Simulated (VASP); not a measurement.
A run of VASP 6.6.1 is set up as follows.

File INCAR:

```
  PREC = Accurate
  ENCUT = 520
  EDIFF = 1E-7
  ISMEAR = 0
  SIGMA = 0.05
  LREAL = False
  LASPH = True
  NELM = 150
  ALGO = Normal
  ISIF = 2
  LWAVE = False
  LCHARG = False
  ISPIN = 2
  MAGMOM = 0 3 0 0 0
  LORBIT = 11
  LMAXMIX = 4
  LDAU = True
  LDAUTYPE = 2
  LDAUL = -1 2 -1
  LDAUU = 0 3 0
  LDAUJ = 0 0 0
  LDAUPRINT = 1
  NBANDS = 34
```

Contents of KPOINTS:

```
Automatic mesh
0
Gamma
  5 5 5
```

POSCAR

```
KVF3
1.0
    4.1310003900      0.0000000000      0.0000000000
    0.0000000000      4.1310003900      0.0000000000
    0.0000000000      0.0000000000      4.1310003900
K V F
1 1 3
Direct
    0.0000000000      0.0000000000      0.0000000000
    0.5000000000      0.5000000000      0.5000000000
    0.5000000000      0.5000000000      0.0000000000
    0.0000000000      0.5000000000      0.5000000000
    0.5000000000      0.0000000000      0.5000000000
```

Potentials or basis: VASP PAW LDA potentials, release 64 (K_sv, V_sv, F).

Run with:

```bash
$ cat potpaw_LDA.64/K_sv/POTCAR potpaw_LDA.64/V_sv/POTCAR potpaw_LDA.64/F/POTCAR > POTCAR
$ mpirun -np 1 vasp_std > vasp.out
```

(1) What does it give for the net moment?

(2) Predict the pressure.

(3) Predict the band gap on the k mesh.

(4) Estimate the site moments.

## Answers

(1) 3.00 μB per cell.

(2) -3.5 GPa.

(3) 1.48 eV, indirect (least direct gap 2.62 eV).

(4) K +0.00; V +2.70; F +0.02 μB.
